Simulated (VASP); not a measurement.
# Tb (P6_3/mmc) in VASP: electric field gradients with PBE

Aim: the electric field gradients of Tb with PBE.

Everything below comes from runs of VASP 6.6.1. Logs are shortened: lines on timing, memory, paths and dates and some standing lists are left out, and cuts for length are marked.

## Step 1: The cell of the first run

It takes space group P6_3/mmc (No. 194, hexagonal). Conventional cell: a = 3.601 Å, b = 3.601 Å, c = 5.694 Å, α = 90.00°, β = 90.00°, γ = 120.00°. Tb (site symmetry -6m2) has 12 Tb at 3.53 to 3.60 Å within 4.6 Å.

## Step 2: Electric field gradients, PBE, collinear spin, ferromagnetic start

The input, INCAR:

```
SYSTEM = Tb
PREC = Accurate
ENCUT = 520
EDIFF = 1E-8
ISMEAR = -1
SIGMA = 0.05
LREAL = .False.
LASPH = .True.
NELM = 150
ALGO = Normal
ISIF = 2
LWAVE = .False.
LCHARG = .False.
ISPIN = 2
MAGMOM = 6 6
LORBIT = 11
LMAXMIX = 6
GGA = PE
LEFG = .True.
NBANDS = 30
```

The input, KPOINTS:

```
regular mesh
0
Gamma
  13 13 7
  0 0 0
```

The input, POSCAR:

```
Tb
1.0
    3.6010010916      0.0000000000      0.0000000000
   -1.8005005458      3.1185584244      0.0000000000
    0.0000000000      0.0000000000      5.6936000000
Tb
2
Direct
    0.3333333333      0.6666666667      0.2500000000
    0.6666666667      0.3333333333      0.7500000000
```

Potentials or basis: VASP PAW PBE potentials, release 64 (Tb).

Command:

```
$ cat potpaw_PBE.64/Tb/POTCAR > POTCAR
$ mpirun -np 1 vasp_std > vasp.out
```

OUTCAR:

```text
SYSTEM = Tb
   PREC = Accurate
   ENCUT = 520
   EDIFF = 1E-8
   ISMEAR = -1
   LREAL = .False.
   LASPH = .True.
   NELM = 150
   ISIF = 2
   ISPIN = 2
   LORBIT = 11
   GGA = PE

 ion  position               nearest neighbor table
   1  0.333  0.667  0.250-   2 3.53   2 3.53   2 3.53   2 3.53   2 3.53   2 3.53
   2  0.667  0.333  0.750-   1 3.53   1 3.53   1 3.53   1 3.53   1 3.53   1 3.53

  LATTYP: Found a hexagonal cell.
 ALAT       =     3.6010010916
 C/A-ratio  =     1.5811158773

  Lattice vectors:

 A1 = (   3.6010010916,   0.0000000000,   0.0000000000)
 A2 = (  -1.8005005458,   3.1185584244,   0.0000000000)
 A3 = (   0.0000000000,   0.0000000000,   5.6936000000)

Analysis of symmetry for initial positions (statically):
=====================================================================
 Subroutine PRICEL returns:
 Original cell was already a primitive cell.

 Routine SETGRP: Setting up the symmetry group for a
 hexagonal supercell.

 Subroutine GETGRP returns: Found 24 space group operations
 (whereof 12 operations were pure point group operations)
 out of a pool of 24 trial point group operations.

The static configuration has the point symmetry D_3d.
 The point group associated with its full space group is D_6h.

Analysis of symmetry for dynamics (positions and initial velocities):
=====================================================================
 Subroutine PRICEL returns:
 Original cell was already a primitive cell.

 Routine SETGRP: Setting up the symmetry group for a
 hexagonal supercell.

 Subroutine GETGRP returns: Found 24 space group operations
 (whereof 12 operations were pure point group operations)
 out of a pool of 24 trial point group operations.

The dynamic configuration has the point symmetry D_3d.
 The point group associated with its full space group is D_6h.

Analysis of structural, dynamic, and magnetic symmetry:
=====================================================================
[... 172 lines left out ...]
      3     -20.2021      1.00000
      4     -19.5919      1.00000
      5     -19.5919      1.00000
      6     -19.4792      1.00000
[... 781 lines left out ...]
     29       4.9949      0.00000
     30       5.5726      0.00000

 [... further k-points ...]

 spin component 2

 k-point     1 :       0.0000    0.0000    0.0000
  band No.  band energies     occupation
      1     -40.6220      1.00000
      2     -40.5355      1.00000
      3     -18.4156      1.00000
      4     -17.6965      1.00000
      5     -17.6965      1.00000
      6     -17.5667      1.00000
[... 781 lines left out ...]
     29       5.7554      0.00000
     30       6.3847      0.00000

 [... further k-points ...]

------------------------ aborting loop because EDIFF is reached ----------------------------------------

  FORCE on cell =-STRESS in cart. coord.  units (eV):
  Direction    XX          YY          ZZ          XY          YZ          ZX
  --------------------------------------------------------------------------------------
  -------------------------------------------------------------------------------------
  Total        0.0954515      0.0954515      0.4641608      0.0000000     -0.0000000      0.0000000
  in kB        2.3918252      2.3918252     11.6309436      0.0000000     -0.0000000      0.0000000
  external PRESSURE =       5.4715313 kB  Pullay stress =       0.0000000 kB

 VOLUME and BASIS-vectors are now :
 -----------------------------------------------------------------------------
  energy-cutoff  :      520.00
  volume of cell :       63.94
      direct lattice vectors                 reciprocal lattice vectors
     3.601001092  0.000000000  0.000000000     0.277700555  0.160330490  0.000000000
    -1.800500546  3.118558424  0.000000000     0.000000000  0.320660980  0.000000000
     0.000000000  0.000000000  5.693600000     0.000000000  0.000000000  0.175635802

 POSITION                                       TOTAL-FORCE (eV/Angst)
 -----------------------------------------------------------------------------------
     -0.00000      2.07904      1.42340        -0.000000     -0.000000      0.000000
      1.80050      1.03952      4.27020         0.000000      0.000000      0.000000
 -----------------------------------------------------------------------------------
    total drift:                               -0.000000      0.000000     -0.000000

  FREE ENERGIE OF THE ION-ELECTRON SYSTEM (eV)
  ---------------------------------------------------
  free  energy   TOTEN  =       -19.1049161055 eV

  energy  without entropy=      -19.0020388290  energy(sigma->0) =      -19.05347747

 Electric field gradients (V/A^2)
---------------------------------------------------------------------
 ion       V_xx      V_yy      V_zz      V_xy      V_xz      V_yz
---------------------------------------------------------------------
   1     -13.751   -13.752    27.503    -0.001     0.000    -0.000
   2     -13.751   -13.752    27.503    -0.001    -0.000     0.000
---------------------------------------------------------------------

 Electric field gradients after diagonalization (V/A^2)
 (convention: |V_zz| > |V_xx| > |V_yy|)
----------------------------------------------------------------------
 ion       V_xx      V_yy      V_zz     asymmetry (V_yy - V_xx)/ V_zz
----------------------------------------------------------------------
   1     -13.753   -13.750    27.503       0.000
   2     -13.753   -13.750    27.503       0.000
----------------------------------------------------------------------

           NMR quadrupolar parameters

 Cq : quadrupolar parameter    Cq=e*Q*V_zz/h
 eta: asymmetry parameters     (V_yy - V_xx)/ V_zz
 Q  : nuclear electric quadrupole moment in mb (millibarn)
----------------------------------------------------------------------
 ion       Cq(MHz)       eta       Q (mb)
----------------------------------------------------------------------
   1       0.067       0.000       1.000
   2       0.067       0.000       1.000
----------------------------------------------------------------------

 total charge

# of ion       s       p       d       f       tot
--------------------------------------------------
    1        2.087   5.600   0.510   8.117  16.314
    2        2.087   5.600   0.510   8.117  16.314
--------------------------------------------------
tot          4.174  11.199   1.020  16.234  32.627

 magnetization (x)

# of ion       s       p       d       f       tot
--------------------------------------------------
    1        0.002  -0.043   0.091   5.680   5.730
    2        0.002  -0.043   0.091   5.680   5.730
--------------------------------------------------
tot          0.004  -0.087   0.182  11.361  11.460
```

OSZICAR:

```text
N       E                     dE             d eps       ncg     rms          rms(c)
DAV:   1     0.265337803854E+03    0.26534E+03   -0.13024E+04 13900   0.604E+03
DAV:   2     0.421725724719E+02   -0.22317E+03   -0.20070E+03 13890   0.417E+02
DAV:   3    -0.818230167976E+01   -0.50355E+02   -0.46868E+02 15772   0.170E+02
[... 13 lines left out ...]
DAV:  71    -0.191049160782E+02   -0.20415E-07   -0.11189E-08  7898   0.156E-03    0.445E-03
DAV:  72    -0.191049160962E+02   -0.18081E-07   -0.46295E-09  6114   0.149E-03    0.276E-03
DAV:  73    -0.191049161198E+02   -0.23534E-07   -0.35712E-09  6128   0.122E-03    0.808E-04
DAV:  74    -0.191049160961E+02    0.23696E-07   -0.30014E-09  6126   0.850E-04    0.896E-04
DAV:  75    -0.191049161055E+02   -0.94469E-08   -0.21107E-09  6102   0.906E-04
   1 F= -.19104916E+02 E0= -.19053477E+02  d E =-.102877E+00  mag=    11.9673
```

stdout:

```text
POSCAR found type information on POSCAR Tb
 POSCAR found :  1 types and       2 ions
 scaLAPACK will be used
 LDA part: xc-table for (Slater+PW92), standard interpolation
 POSCAR, INCAR and KPOINTS ok, starting setup
 FFT: planning ... GRIDC
 FFT: planning ... GRID_SOFT
 FFT: planning ... GRID
 WAVECAR not read
 entering main loop
ion   1

ion   2
```

Run time: 40 min. Hardware: 1 thread of Intel Xeon Platinum 8259CL at 2.50GHz (Skylake/Cascade Lake), shared host; peak memory 0.39 GiB.

What came out:

| Item | Value |
| --- | --- |
| Free energy | -19.1049 eV |
| Pressure | 0.5 GPa |
| Band gap on the k mesh | zero (filled and empty bands overlap) |
| Net moment | 11.97 μB per cell |
| Site moments | Tb +5.73 μB |
| Largest electric field gradient by atom | Tb +27.5 V/Å² |
| Valence electrons inside the program's atomic spheres | Tb 16.31 |

Electric field gradients, principal values (V/Å²):
```tsv
atom	least	middle	greatest (by size)
1 Tb	-13.750	-13.753	27.503
2 Tb	-13.750	-13.753	27.503
```

Caveat: the magnetic or orbital state may not be the lowest; without QUAD_EFG the Cq values of the log hold for a quadrupole moment of 1 mb, not for the nuclei; spin-orbit coupling is left out, which moves the levels of the heavy elements; semilocal functionals describe open f shells poorly, which spoils levels, moments and volumes. The state reached can hang on the start; a lower one may exist.
